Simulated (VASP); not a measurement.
# LiH (Fm-3m) in VASP: a series of runs, part 2 of 2

VASP 6.6.1. Earlier steps stand in the parts before.

### Step 3. Relaxation of the atoms, r2SCAN

This run uses another cell than the first one, of 8.02 Å³/atom.

Contents of POSCAR:

```
LiH
1.0
    0.0000000000      2.0014845000      2.0014845000
    2.0014845000      0.0000000000      2.0014845000
    2.0014845000      2.0014845000      0.0000000000
Li H
1 1
Direct
    0.0000000000      0.0000000000      0.0000000000
    0.5000000000      0.5000000000      0.5000000000
```

Contents of INCAR.step1:

```
PREC     = Accurate       # precision mode
ENCUT    = 520            # plane-wave cutoff, eV
ISMEAR   = -1             # smearing method
SIGMA    = 0.02           # smearing width, eV
LREAL    = F              # projectors in reciprocal space
LASPH    = T              # aspherical terms in the spheres
NELM     = 100            # most SCF steps
GGA      = PE             # functional
ALGO     = Normal         # electronic algorithm
EDIFF    = 1E-4           # SCF threshold, eV
LWAVE    = T              # write WAVECAR
LCHARG   = F              # write CHGCAR
```

Contents of INCAR.step2:

```
PREC     = Accurate       # precision mode
ENCUT    = 520            # plane-wave cutoff, eV
EDIFF    = 1E-6           # SCF threshold, eV
ISMEAR   = -1             # smearing method
SIGMA    = 0.02           # smearing width, eV
LREAL    = F              # projectors in reciprocal space
LASPH    = T              # aspherical terms in the spheres
NELM     = 100            # most SCF steps
ALGO     = Normal         # electronic algorithm
ISIF     = 2              # what is computed and relaxed
LWAVE    = F              # write WAVECAR
LCHARG   = F              # write CHGCAR
METAGGA  = R2SCAN         # meta-GGA
LMIXTAU  = T            
IBRION   = 2              # ionic algorithm
NSW      = 50             # ionic steps
EDIFFG   = -0.01          # ionic threshold
ISTART   = 1
```

Contents of KPOINTS:

```
Automatic mesh
0
Gamma
  12 12 12
```

Potentials or basis: VASP PAW PBE potentials, release 64 (Li_sv, H).

Command:

```
$ cat potpaw_PBE.64/Li_sv/POTCAR potpaw_PBE.64/H/POTCAR > POTCAR
$ cp INCAR.step1 INCAR
$ mpirun -np 1 vasp_std > vasp.out
$ cp INCAR.step2 INCAR
$ mpirun -np 1 vasp_std > vasp.out
```

OUTCAR:

```text
PREC = Accurate
   ENCUT = 520
   EDIFF = 1E-6
   ISMEAR = -1
   LREAL = F
   LASPH = T
   NELM = 100
   ISIF = 2
   METAGGA = R2SCAN
   IBRION = 2
   NSW = 50
   EDIFFG = -0.01
   ISTART = 1

 ion  position               nearest neighbor table
   1  0.000  0.000  0.000-
   2  0.500  0.500  0.500-

  LATTYP: Found a face centered cubic cell.
 ALAT       =     4.0029690000

  Lattice vectors:

 A1 = (   0.0000000000,   2.0014845000,   2.0014845000)
 A2 = (   2.0014845000,   0.0000000000,   2.0014845000)
 A3 = (   2.0014845000,   2.0014845000,   0.0000000000)

Analysis of symmetry for initial positions (statically):
=====================================================================
 Subroutine PRICEL returns:
 Original cell was already a primitive cell.

 Routine SETGRP: Setting up the symmetry group for a
 face centered cubic supercell.

 Subroutine GETGRP returns: Found 48 space group operations
 (whereof 48 operations were pure point group operations)
 out of a pool of 48 trial point group operations.

The static configuration has the point symmetry O_h .

Analysis of symmetry for dynamics (positions and initial velocities):
=====================================================================
 Subroutine PRICEL returns:
 Original cell was already a primitive cell.

 Routine SETGRP: Setting up the symmetry group for a
 face centered cubic supercell.

 Subroutine GETGRP returns: Found 48 space group operations
 (whereof 48 operations were pure point group operations)
 out of a pool of 48 trial point group operations.

The dynamic configuration has the point symmetry O_h .

 Subroutine INISYM returns: Found 48 space group operations
 (whereof 48 operations are pure point group operations),
 and found     1 'primitive' translations

----------------------------------------------------------------------------------------

                                     Primitive cell

  volume of cell :      16.0357

  direct lattice vectors                    reciprocal lattice vectors
     0.000000000  2.001484500  2.001484500    -0.249814575  0.249814575  0.249814575
     2.001484500  0.000000000  2.001484500     0.249814575 -0.249814575  0.249814575
     2.001484500  2.001484500  0.000000000     0.249814575  0.249814575 -0.249814575

  length of vectors
     2.830526525  2.830526525  2.830526525     0.432691537  0.432691537  0.432691537

  position of ions in fractional coordinates (direct lattice)
     0.000000000  0.000000000  0.000000000
     0.500000000  0.500000000  0.500000000

  ion indices of the primitive-cell ions
   primitive index   ion index
                 1           1
                 2           2

----------------------------------------------------------------------------------------

 KPOINTS: Automatic mesh

Automatic generation of k-mesh.
 Grid dimensions read from file:
 generate k-points for:   12   12   12

 Generating k-lattice:

  Cartesian coordinates                     Fractional coordinates (reciprocal lattice)
    -0.020817881  0.020817881  0.020817881     0.083333333  0.000000000  0.000000000
     0.020817881 -0.020817881  0.020817881     0.000000000  0.083333333  0.000000000
     0.020817881  0.020817881 -0.020817881     0.000000000  0.000000000  0.083333333

  Length of vectors
     0.036057628  0.036057628  0.036057628

  Shift w.r.t. Gamma in fractional coordinates (k-lattice)
     0.000000000  0.000000000  0.000000000

 Subroutine IBZKPT returns following result:
 ===========================================

 Found     72 irreducible k-points:

 Following reciprocal coordinates:
            Coordinates               Weight
  0.000000  0.000000  0.000000      1.000000
  0.083333  0.000000  0.000000      8.000000
  0.166667  0.000000  0.000000      8.000000
  0.250000  0.000000  0.000000      8.000000
  0.333333  0.000000  0.000000      8.000000
  0.416667  0.000000  0.000000      8.000000
[... 16 lines left out ...]
  0.500000  0.166667  0.000000     24.000000
 -0.416667  0.166667  0.000000     24.000000
 [... further k-points ...]
   k-points           NKPTS =     72   k-points in BZ     NKDIM =     72   number of bands    NBANDS=      6
   number of dos      NEDOS =    301   number of ions     NIONS =      2
   total plane-waves  NPLWV =  13824
   dimension x,y,z NGX =    24 NGY =   24 NGZ =   24
   dimension x,y,z NGXF=    48 NGYF=   48 NGZF=   48
   ions per type =               1   1
   NGX,Y,Z   is equivalent  to a cutoff of  14.10, 14.10, 14.10 a.u.
   NGXF,Y,Z  is equivalent  to a cutoff of  28.19, 28.19, 28.19 a.u.
 SYSTEM =  unknown system
   PREC   = accura    normal or accurate (medium, high low for compatibility)
   ISTART =      1    job   : 0-new  1-cont  2-samecut
   ICHARG =      0    charge: 1-file 2-atom 10-const
   ISPIN  =      1    spin polarized calculation?
   LNONCOLLINEAR =      F non collinear calculations
   LSORBIT =      F    spin-orbit coupling
   LASPH  =      T    aspherical Exc in radial PAW
   ENCUT  =  520.0 eV  38.22 Ry    6.18 a.u.   5.26  5.26  5.26*2*pi/ulx,y,z
   NELM   =    100;   NELMIN=  2; NELMDL=  0     # of ELM steps
   EDIFF  = 0.1E-05   stopping-criterion for ELM
   LREAL  =      F    real-space projection
   EDIFFG = -.1E-01   stopping-criterion for IOM
   NSW    =     50    number of steps for IOM
   IBRION =      2    ionic relax: 0-MD 1-quasi-New 2-CG
   NFREE  =      1    steps in history (QN), initial steepest desc. (CG)
   ISIF   =      2    stress and relaxation
   ISYM   =      2    0-nonsym 1-usesym 2-fastsym
   POTIM  = 0.5000    time-step for ionic-motion
   TEBEG  =    0.0;   TEEND  =   0.0 temperature during run
   PSTRESS=    0.0 pullay stress
   NELECT =       4.0000    total number of electrons
   NUPDOWN=      -1.0000    fix difference up-down
   EMIN   =  10.00;   EMAX   =-10.00  energy-range for DOS
   EFERMI =   0.00;   METHOD = LEGACY
   ISMEAR =    -1;   SIGMA  =   0.02  broadening in eV -4-tet -1-fermi 0-gaus
   EFERMI_NEDOS =   21; number of points for ismear=-14 and -15
   IALGO  =     38    algorithm
   IMIX   =      4    mixing-type and parameters
     AMIX     =   0.40;   BMIX     =  1.00
     AMIX_MAG =   1.60;   BMIX_MAG =  1.00
  volume/ion in A,a.u.               =       8.02        54.11
  Fermi-wavevector in a.u.,A,eV,Ry     =   1.030543  1.947443 14.449632  1.062018
  Thomas-Fermi vector in A             =   2.164646
   LORBIT       =      0    0 simple, 1 ext, 2 COOP (PROOUT), +10 PAW based schemes
   METAGGA = R2SCAN    functional components
   LHFCALC =     F    Hartree Fock is set to
   AEXX    =    0.0000 exact exchange contribution
   IVDW    =     0    specifies the selected vdW correction
   LEPSILON=     F    determine dielectric tensor
   LRPA    =     F    only Hartree local field effects (RPA)
 conjugate gradient relaxation of ions
 non-spin polarized calculation
  energy-cutoff  :      520.00
  volume of cell :       16.04
 maximum number of plane-waves:       448
 NGX is ok and might be reduce to    24
   NGX = 11   NGY = 11   NGZ = 11

 number of electron       3.9999996 magnetization

 Free energy of the ion-electron system (eV)
  ---------------------------------------------------
  ext. energy  EPLUGINS =         0.00000000
  ---------------------------------------------------
  free energy    TOTEN  =        -6.81761665 eV

  energy without entropy =       -6.81761665  energy(sigma->0) =       -6.81761665

 E-fermi :   0.2807     XC(G=0):  -8.8382

 val. band max:       -0.1675421871   @ k =   0.5000   0.5000   0.0000
 cond. band min:       3.4128265602   @ k =   0.5000   0.5000   0.0000
 fundamental gap:      3.5803687472
 Fermi energy:         0.2806509703

 k-point     1 :       0.0000    0.0000    0.0000
  band No.  band energies     occupation
      1     -45.8968      2.00000
      2      -5.6291      2.00000
      3      17.5288      0.00000
      4      19.2766      0.00000
      5      19.2766      0.00000
      6      19.2773      0.00000

 k-point     2 :       0.0833    0.0000    0.0000
  band No.  band energies     occupation
      1     -45.8939      2.00000
      2      -5.5036      2.00000
      3      16.2502      0.00000
      4      18.4930      0.00000
      5      18.9385      0.00000
      6      18.9390      0.00000
[... 181 lines left out ...]
 k-point    23 :       0.5000    0.1667    0.0000
  band No.  band energies     occupation
      1     -45.8480      2.00000
      2      -2.3914      2.00000
      3       5.8788      0.00000
      4      11.2959      0.00000
      5      14.7766      0.00000
      6      17.5513      0.00000

 k-point    24 :      -0.4167    0.1667    0.0000
  band No.  band energies     occupation
      1     -45.8473      2.00000
      2      -2.2989      2.00000
      3       5.6958      0.00000
      4      10.9328      0.00000
      5      15.5120      0.00000
      6      17.2000      0.00000

 [... further k-points ...]
[... 5 lines left out ...]
  --------------------------------------------------------------------------------------
  -------------------------------------------------------------------------------------
  Total       -0.0452851     -0.0452851     -0.0452851     -0.0000000      0.0000000      0.0000000
  in kB       -4.5245878     -4.5245878     -4.5245878     -0.0000000      0.0000000      0.0000000
  external PRESSURE =      -4.5245878 kB  Pullay stress =       0.0000000 kB

 VOLUME and BASIS-vectors are now :
 -----------------------------------------------------------------------------
  energy-cutoff  :      520.00
  volume of cell :       16.04
      direct lattice vectors                 reciprocal lattice vectors
     0.000000000  2.001484500  2.001484500    -0.249814575  0.249814575  0.249814575
     2.001484500  0.000000000  2.001484500     0.249814575 -0.249814575  0.249814575
     2.001484500  2.001484500  0.000000000     0.249814575  0.249814575 -0.249814575

 POSITION                                       TOTAL-FORCE (eV/Angst)
 -----------------------------------------------------------------------------------
      0.00000      0.00000      0.00000         0.000000     -0.000000     -0.000000
      2.00148      2.00148      2.00148         0.000000      0.000000      0.000000
 -----------------------------------------------------------------------------------
    total drift:                                0.000000     -0.000000     -0.000000

  FREE ENERGIE OF THE ION-ELECTRON SYSTEM (eV)
  ---------------------------------------------------
  free  energy   TOTEN  =        -6.8176166515 eV

  energy  without entropy=       -6.8176166515  energy(sigma->0) =       -6.81761665

 reached required accuracy - stopping structural energy minimisation
```

Wall time 57 s (1 thread of Oxide Virtual Turin-like, shared host); peak memory 0.1 GiB.

Results:

| Quantity | Value |
| --- | --- |
| Free energy | -6.8176 eV |
| Band gap on the k mesh | 3.58 eV |

Final structure:
```
Li H
1.0
     0.00000    2.00148    2.00148
     2.00148    0.00000    2.00148
     2.00148    2.00148    0.00000
Li H
1 1
Direct
  0.00000 0.00000 0.00000
  0.50000 0.50000 0.50000
```

Caveat: the cutoff is under 1.25 times the usual one of these potentials, so pressure, stress and relaxed cells hold a basis-set (Pulay) error; the relaxation stopped at its first step, so nothing moved; the PAW data sets were made with another functional, which shifts forces and pressure a little.

### Step 4. Relaxation of the atoms, r2SCAN

This run uses another cell than the first one, of 8.18 Å³/atom.

Contents of POSCAR:

```
LiH
1.0
    0.0000000000      2.0147397500      2.0147397500
    2.0147397500      0.0000000000      2.0147397500
    2.0147397500      2.0147397500      0.0000000000
Li H
1 1
Direct
    0.0000000000      0.0000000000      0.0000000000
    0.5000000000      0.5000000000      0.5000000000
```

Contents of INCAR.step1:

```
SYSTEM = LiH
ALGO = Normal ; EDIFF = 1E-4
ENCUT = 520 ; GGA = PE
ISMEAR = -1 ; LASPH = .True.
LCHARG = .False. ; LREAL = .False.
LWAVE = .True. ; NELM = 80
PREC = Accurate ; SIGMA = 0.02
```

Contents of INCAR.step2:

```
SYSTEM = LiH
ALGO = Normal ; EDIFF = 1E-6
EDIFFG = -0.01 ; ENCUT = 520
IBRION = 2 ; ISIF = 2
ISMEAR = -1 ; ISTART = 1
LASPH = .True. ; LCHARG = .False.
LMIXTAU = .True. ; LREAL = .False.
LWAVE = .False. ; METAGGA = R2SCAN
NELM = 80 ; NSW = 50
PREC = Accurate ; SIGMA = 0.02
```

Contents of KPOINTS:

```
k-points
0
Gamma
  12 12 12
  0 0 0
```

Command:

```
$ cat potpaw_PBE.64/Li_sv/POTCAR potpaw_PBE.64/H/POTCAR > POTCAR
$ cp INCAR.step1 INCAR
$ mpirun -np 1 vasp_std > vasp.out
$ cp INCAR.step2 INCAR
$ mpirun -np 1 vasp_std > vasp.out
```

Wall time 73 s (1 thread of Oxide Virtual Turin-like, shared host); peak memory 0.1 GiB.

The run converged. Its results:

| Property | Result |
| --- | --- |
| Free energy | -6.8168 eV |
| Band gap on the k mesh | 3.59 eV |

Final structure:
```
Li H
1.0
     0.00000    2.01474    2.01474
     2.01474    0.00000    2.01474
     2.01474    2.01474    0.00000
Li H
1 1
Direct
  0.00000 0.00000 0.00000
  0.50000 0.50000 0.50000
```

Levels at points of the mesh, in eV from the valence-band top:
```tsv
k point	band 1	band 2	band 3	band 4	band 5	band 6
(0.00, 0.00, 0.00)	-45.74	-5.39	17.41	19.22	19.22	19.22
(0.50, 0.00, 0.00)	-45.70	-2.59	5.63	14.80	18.00	18.00
(0.50, 0.50, 0.00)	-45.69	0.00	3.59	11.66	11.66	14.94
```

Caveat: the cutoff is under 1.25 times the usual one of these potentials, so pressure, stress and relaxed cells hold a basis-set (Pulay) error; the relaxation stopped at its first step, so nothing moved; the PAW data sets were made with another functional, which shifts forces and pressure a little.

### Step 5. The runs side by side

| cell | gap on the mesh (eV) |
| --- | --- |
| atoms relaxed from a = 2.812 Å, angles 60.0°, 2 atoms | 3.57 |
| atoms relaxed from a = 2.831 Å, angles 60.0°, 2 atoms | 3.58 |
| atoms relaxed from a = 2.849 Å, angles 60.0°, 2 atoms | 3.59 |

Alike in all rows: task relaxation of the atoms; level r2SCAN; potentials or basis VASP PAW PBE potentials, release 64 (Li_sv, H); no spin polarisation; k mesh 12 × 12 × 12; cutoff (eV) 520; smearing fermi-dirac 0.02 eV.

Caveats: the cutoff is under 1.25 times the usual one of these potentials, so pressure, stress and relaxed cells hold a basis-set (Pulay) error; the relaxation stopped at its first step, so nothing moved; the PAW data sets were made with another functional, which shifts forces and pressure a little.

Total energies depend on the potentials used, so only differences within one code and one set of settings carry meaning.
